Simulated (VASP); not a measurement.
# V2ZnN4 (Fd-3m) in VASP: single point with r2SCAN

Aim: the single point of V2ZnN4 with r2SCAN.

Everything below comes from runs of VASP 6.6.1. Logs are shortened: lines on timing, memory, paths and dates and some standing lists are left out, and cuts for length are marked.

### Step 1. The cell of the first run

The structure is cubic, space group Fd-3m (No. 227). The conventional cell has a = 8.093 Å, b = 8.093 Å, c = 8.093 Å, α = 90.00°, β = 90.00°, γ = 90.00°. Zn (site symmetry -43m) has 4 N at 1.95 Å within 2.6 Å. V (site symmetry -3m) has 6 N at 1.92 Å within 2.5 Å. N (site symmetry 3m) has 3 V at 1.92 Å and 1 Zn at 1.95 Å and 3 N at 2.54 Å within 2.6 Å.

### Step 2. Single point, r2SCAN

Input file POSCAR:

```
V2ZnN4
1.0
    0.0000000000      4.0467056700      4.0467056700
    4.0467056700      0.0000000000      4.0467056700
    4.0467056700      4.0467056700      0.0000000000
Zn V N
2 4 8
Direct
    0.1250000000      0.1250000000      0.1250000000
    0.8750000000      0.8750000000      0.8750000000
    0.5000000000      0.5000000000      0.5000000000
    0.0000000000      0.5000000000      0.5000000000
    0.5000000000      0.5000000000      0.0000000000
    0.5000000000      0.0000000000      0.5000000000
    0.2639000000      0.2639000000      0.2639000000
    0.2917000000      0.7361000000      0.7361000000
    0.2639000000      0.2639000000      0.7083000000
    0.7361000000      0.2917000000      0.7361000000
    0.7083000000      0.2639000000      0.2639000000
    0.7361000000      0.7361000000      0.7361000000
    0.2639000000      0.7083000000      0.2639000000
    0.7361000000      0.7361000000      0.2917000000
```

Input file INCAR.step1:

```
SYSTEM = V2ZnN4
  PREC = Accurate
  ENCUT = 520
  ISMEAR = -1
  SIGMA = 0.0889
  LREAL = .FALSE.
  LASPH = .TRUE.
  NELM = 100
  NBANDS = 71
  GGA = PE
  ALGO = Normal
  EDIFF = 1E-4
  LWAVE = .TRUE.
  LCHARG = .FALSE.
```

Input file INCAR.step2:

```
SYSTEM = V2ZnN4
  PREC = Accurate
  ENCUT = 520
  EDIFF = 1E-6
  ISMEAR = -1
  SIGMA = 0.0889
  LREAL = .FALSE.
  LASPH = .TRUE.
  NELM = 100
  ALGO = Normal
  ISIF = 2
  LWAVE = .FALSE.
  LCHARG = .TRUE.
  METAGGA = R2SCAN
  LMIXTAU = .TRUE.
  LELF = .TRUE.
  LVHAR = .TRUE.
  NBANDS = 71
  ISTART = 1
```

Input file KPOINTS:

```
regular mesh
0
G
  7 7 7
  0 0 0
```

Potentials or basis: VASP PAW PBE potentials, release 64 (Zn, V_sv, N).

Run with:

```console
$ cat potpaw_PBE.64/Zn/POTCAR potpaw_PBE.64/V_sv/POTCAR potpaw_PBE.64/N/POTCAR > POTCAR
$ cp INCAR.step1 INCAR
$ mpirun -np 1 vasp_std > vasp.out
$ cp INCAR.step2 INCAR
$ mpirun -np 1 vasp_std > vasp.out
```

OUTCAR:

```text
SYSTEM = V2ZnN4
   PREC = Accurate
   ENCUT = 520
   EDIFF = 1E-6
   ISMEAR = -1
   LREAL = .FALSE.
   LASPH = .TRUE.
   NELM = 100
   ISIF = 2
   METAGGA = R2SCAN
   ISTART = 1

 ion  position               nearest neighbor table
   1  0.125  0.125  0.125-   9 1.95  11 1.95  13 1.95   7 1.95
   2  0.875  0.875  0.875-   8 1.95  10 1.95  14 1.95  12 1.95
   3  0.500  0.500  0.500-   8 1.92   9 1.92  10 1.92  11 1.92  13 1.92  14 1.92   4 2.86   5 2.86
                             6 2.86   5 2.86   6 2.86   4 2.86
   4  0.000  0.500  0.500-   7 1.92   9 1.92  10 1.92  12 1.92  13 1.92  14 1.92   3 2.86   5 2.86
                             6 2.86   3 2.86   5 2.86   6 2.86
   5  0.500  0.500  0.000-   7 1.92   8 1.92  10 1.92  11 1.92  12 1.92  13 1.92   3 2.86   3 2.86
                             4 2.86   6 2.86   6 2.86   4 2.86
   6  0.500  0.000  0.500-   7 1.92   8 1.92   9 1.92  11 1.92  12 1.92  14 1.92   3 2.86   5 2.86
                             3 2.86   4 2.86   5 2.86   4 2.86
   7  0.264  0.264  0.264-   4 1.92   5 1.92   6 1.92   1 1.95
   8  0.292  0.736  0.736-   3 1.92   5 1.92   6 1.92   2 1.95
   9  0.264  0.264  0.708-   3 1.92   4 1.92   6 1.92   1 1.95
  10  0.736  0.292  0.736-   3 1.92   4 1.92   5 1.92   2 1.95
  11  0.708  0.264  0.264-   3 1.92   5 1.92   6 1.92   1 1.95
  12  0.736  0.736  0.736-   4 1.92   5 1.92   6 1.92   2 1.95
  13  0.264  0.708  0.264-   3 1.92   4 1.92   5 1.92   1 1.95
  14  0.736  0.736  0.292-   3 1.92   4 1.92   6 1.92   2 1.95

  LATTYP: Found a face centered cubic cell.
 ALAT       =     8.0934113400

  Lattice vectors:

 A1 = (   0.0000000000,   4.0467056700,   4.0467056700)
 A2 = (   4.0467056700,   0.0000000000,   4.0467056700)
 A3 = (   4.0467056700,   4.0467056700,   0.0000000000)

Analysis of symmetry for initial positions (statically):
=====================================================================
 Subroutine PRICEL returns:
 Original cell was already a primitive cell.

 Routine SETGRP: Setting up the symmetry group for a
 face centered cubic supercell.

 Subroutine GETGRP returns: Found 48 space group operations
 (whereof 12 operations were pure point group operations)
 out of a pool of 48 trial point group operations.

The static configuration has the point symmetry D_3d.
 The point group associated with its full space group is O_h .

Analysis of symmetry for dynamics (positions and initial velocities):
=====================================================================
 Subroutine PRICEL returns:
 Original cell was already a primitive cell.

 Routine SETGRP: Setting up the symmetry group for a
 face centered cubic supercell.

 Subroutine GETGRP returns: Found 48 space group operations
 (whereof 12 operations were pure point group operations)
 out of a pool of 48 trial point group operations.

The dynamic configuration has the point symmetry D_3d.
 The point group associated with its full space group is O_h .

 Subroutine INISYM returns: Found 48 space group operations
 (whereof 12 operations are pure point group operations),
 and found     1 'primitive' translations

----------------------------------------------------------------------------------------

                                     Primitive cell

  volume of cell :     132.5363

  direct lattice vectors                    reciprocal lattice vectors
     0.000000000  4.046705670  4.046705670    -0.123557293  0.123557293  0.123557293
     4.046705670  0.000000000  4.046705670     0.123557293 -0.123557293  0.123557293
     4.046705670  4.046705670  0.000000000     0.123557293  0.123557293 -0.123557293

  length of vectors
     5.722906041  5.722906041  5.722906041     0.214007510  0.214007510  0.214007510

  position of ions in fractional coordinates (direct lattice)
     0.125000000  0.125000000  0.125000000
     0.875000000  0.875000000  0.875000000
     0.500000000  0.500000000  0.500000000
     0.000000000  0.500000000  0.500000000
     0.500000000  0.500000000  0.000000000
     0.500000000  0.000000000  0.500000000
     0.263900000  0.263900000  0.263900000
     0.291700000  0.736100000  0.736100000
     0.263900000  0.263900000  0.708300000
     0.736100000  0.291700000  0.736100000
     0.708300000  0.263900000  0.263900000
     0.736100000  0.736100000  0.736100000
     0.263900000  0.708300000  0.263900000
     0.736100000  0.736100000  0.291700000

  ion indices of the primitive-cell ions
   primitive index   ion index
                 1           1
                 2           2
                 3           3
                 4           4
                 5           5
                 6           6
                 7           7
                 8           8
                 9           9
                10          10
                11          11
                12          12
                13          13
                14          14

----------------------------------------------------------------------------------------

 KPOINTS: regular mesh

Automatic generation of k-mesh.
 Grid dimensions read from file:
 generate k-points for:    7    7    7

 Generating k-lattice:

  Cartesian coordinates                     Fractional coordinates (reciprocal lattice)
    -0.017651042  0.017651042  0.017651042     0.142857143  0.000000000  0.000000000
     0.017651042 -0.017651042  0.017651042     0.000000000  0.142857143  0.000000000
     0.017651042  0.017651042 -0.017651042     0.000000000  0.000000000  0.142857143

  Length of vectors
     0.030572501  0.030572501  0.030572501

  Shift w.r.t. Gamma in fractional coordinates (k-lattice)
     0.000000000  0.000000000  0.000000000

 Subroutine IBZKPT returns following result:
 ===========================================

 Found     20 irreducible k-points:

 Following reciprocal coordinates:
            Coordinates               Weight
  0.000000  0.000000  0.000000      1.000000
  0.142857  0.000000  0.000000      8.000000
  0.285714  0.000000  0.000000      8.000000
  0.428571  0.000000  0.000000      8.000000
  0.142857  0.142857  0.000000      6.000000
  0.285714  0.142857  0.000000     24.000000
[... 12 lines left out ...]
 -0.428571  0.428571  0.142857     24.000000
 -0.285714  0.428571  0.142857     24.000000
   k-points           NKPTS =     20   k-points in BZ     NKDIM =     20   number of bands    NBANDS=     71
   number of dos      NEDOS =    301   number of ions     NIONS =     14
   total plane-waves  NPLWV = 110592
   dimension x,y,z NGX =    48 NGY =   48 NGZ =   48
   dimension x,y,z NGXF=    96 NGYF=   96 NGZF=   96
   ions per type =               2   4   8
   NGX,Y,Z   is equivalent  to a cutoff of  13.94, 13.94, 13.94 a.u.
   NGXF,Y,Z  is equivalent  to a cutoff of  27.89, 27.89, 27.89 a.u.
 SYSTEM =  V2ZnN4
   PREC   = accura    normal or accurate (medium, high low for compatibility)
   ISTART =      1    job   : 0-new  1-cont  2-samecut
   ICHARG =      0    charge: 1-file 2-atom 10-const
   ISPIN  =      1    spin polarized calculation?
   LNONCOLLINEAR =      F non collinear calculations
   LSORBIT =      F    spin-orbit coupling
   LASPH  =      T    aspherical Exc in radial PAW
   ENCUT  =  520.0 eV  38.22 Ry    6.18 a.u.  10.64 10.64 10.64*2*pi/ulx,y,z
   NELM   =    100;   NELMIN=  2; NELMDL=  0     # of ELM steps
   EDIFF  = 0.1E-05   stopping-criterion for ELM
   LREAL  =      F    real-space projection
[... 7 lines left out ...]
   TEBEG  =    0.0;   TEEND  =   0.0 temperature during run
   PSTRESS=    0.0 pullay stress
   NELECT =     116.0000    total number of electrons
   NUPDOWN=      -1.0000    fix difference up-down
   EMIN   =  10.00;   EMAX   =-10.00  energy-range for DOS
   EFERMI =   0.00;   METHOD = LEGACY
   ISMEAR =    -1;   SIGMA  =   0.09  broadening in eV -4-tet -1-fermi 0-gaus
   EFERMI_NEDOS =   21; number of points for ismear=-14 and -15
   IALGO  =     38    algorithm
   IMIX   =      4    mixing-type and parameters
     AMIX     =   0.40;   BMIX     =  1.00
     AMIX_MAG =   1.60;   BMIX_MAG =  1.00
  volume/ion in A,a.u.               =       9.47        63.89
  Fermi-wavevector in a.u.,A,eV,Ry     =   1.565967  2.959248 33.364913  2.452252
  Thomas-Fermi vector in A             =   2.668365
   LORBIT       =      0    0 simple, 1 ext, 2 COOP (PROOUT), +10 PAW based schemes
   METAGGA = R2SCAN    functional components
   LHFCALC =     F    Hartree Fock is set to
   AEXX    =    0.0000 exact exchange contribution
   IVDW    =     0    specifies the selected vdW correction
   LEPSILON=     F    determine dielectric tensor
   LRPA    =     F    only Hartree local field effects (RPA)
 non-spin polarized calculation
  energy-cutoff  :      520.00
  volume of cell :      132.54
 maximum number of plane-waves:      3605
 NGX is ok and might be reduce to    48
   NGX = 21   NGY = 21   NGZ = 21

 number of electron     115.9999995 magnetization

 Free energy of the ion-electron system (eV)
  ---------------------------------------------------
  ext. energy  EPLUGINS =         0.00000000
  ---------------------------------------------------
  free energy    TOTEN  =      -155.94994581 eV

  energy without entropy =     -155.93109809  energy(sigma->0) =     -155.94052195

 E-fermi :   6.6952     XC(G=0): -13.3222

 val. band max:        6.4861157495   @ k =   0.1429   0.1429   0.0000
 cond. band min:       6.7448544240   @ k =   0.1429   0.1429   0.0000
 fundamental gap:      0.2587386746
 Fermi energy:         6.6951673167

 k-point     1 :       0.0000    0.0000    0.0000
  band No.  band energies     occupation
      1     -61.1269      2.00000
      2     -61.0610      2.00000
      3     -61.0610      2.00000
      4     -61.0610      2.00000
      5     -34.3533      2.00000
      6     -33.9933      2.00000
[... 62 lines left out ...]
     69       8.8258      0.00000
     70       8.8258      0.00000
[... 1385 lines left out ...]
     69       9.2829      0.00000
     70       9.3944      0.00000
 [bands above 70 left out]

------------------------ aborting loop because EDIFF is reached ----------------------------------------

  FORCE on cell =-STRESS in cart. coord.  units (eV):
  Direction    XX          YY          ZZ          XY          YZ          ZX
  --------------------------------------------------------------------------------------
  -------------------------------------------------------------------------------------
  Total       16.1970299     16.1970299     16.1970299      0.0000000      0.0000000      0.0000000
  in kB      195.7992915    195.7992915    195.7992915      0.0000000      0.0000000      0.0000000
  external PRESSURE =     195.7992915 kB  Pullay stress =       0.0000000 kB

 VOLUME and BASIS-vectors are now :
 -----------------------------------------------------------------------------
  energy-cutoff  :      520.00
  volume of cell :      132.54
      direct lattice vectors                 reciprocal lattice vectors
     0.000000000  4.046705670  4.046705670    -0.123557293  0.123557293  0.123557293
     4.046705670  0.000000000  4.046705670     0.123557293 -0.123557293  0.123557293
     4.046705670  4.046705670  0.000000000     0.123557293  0.123557293 -0.123557293

 POSITION                                       TOTAL-FORCE (eV/Angst)
 -----------------------------------------------------------------------------------
      1.01168      1.01168      1.01168        -0.000000      0.000000      0.000000
      7.08173      7.08173      7.08173        -0.000000      0.000000     -0.000000
      4.04671      4.04671      4.04671        -0.000000      0.000000      0.000000
      4.04671      2.02335      2.02335        -0.000000      0.000000      0.000000
      2.02335      2.02335      4.04671        -0.000000      0.000000     -0.000000
      2.02335      4.04671      2.02335        -0.000000      0.000000      0.000000
      2.13585      2.13585      2.13585        -0.917900     -0.917900     -0.917900
      5.95756      4.15920      4.15920         0.917900     -0.917900     -0.917900
      3.93421      3.93421      2.13585         0.917900      0.917900     -0.917900
      4.15920      5.95756      4.15920        -0.917900      0.917900     -0.917900
      2.13585      3.93421      3.93421        -0.917900      0.917900      0.917900
      5.95756      5.95756      5.95756         0.917900      0.917900      0.917900
      3.93421      2.13585      3.93421         0.917900     -0.917900      0.917900
      4.15920      4.15920      5.95756        -0.917900     -0.917900      0.917900
 -----------------------------------------------------------------------------------
    total drift:                               -0.000000     -0.000000      0.000000

  FREE ENERGIE OF THE ION-ELECTRON SYSTEM (eV)
  ---------------------------------------------------
  free  energy   TOTEN  =      -155.9499458099 eV

  energy  without entropy=     -155.9310980903  energy(sigma->0) =     -155.94052195
```

It took 27 min on 1 thread of AMD EPYC 7R43 (Zen 3), shared host; peak memory 0.4 GiB.

What came out:

| Property | Result |
| --- | --- |
| Free energy | -155.9499 eV |
| Pressure | 19.6 GPa |
| Largest force | 1.590 eV/Å |
| Band gap on the k mesh | zero (bands 58 and 59 overlap by 0.22 eV) |

Forces on the atoms (eV/Å):
```
Zn   0.000  0.000  0.000
Zn   0.000  0.000  0.000
V    0.000  0.000  0.000
V    0.000  0.000  0.000
V    0.000  0.000  0.000
V    0.000  0.000  0.000
N   -0.918 -0.918 -0.918
N    0.918 -0.918 -0.918
N    0.918  0.918 -0.918
N   -0.918  0.918 -0.918
N   -0.918  0.918  0.918
N    0.918  0.918  0.918
N    0.918 -0.918  0.918
N   -0.918 -0.918  0.918
```

Caveat: the cell stands under pressure; the PAW data sets were made with another functional, which shifts forces and pressure a little; the run has no spin polarisation, though such a crystal can be magnetic.
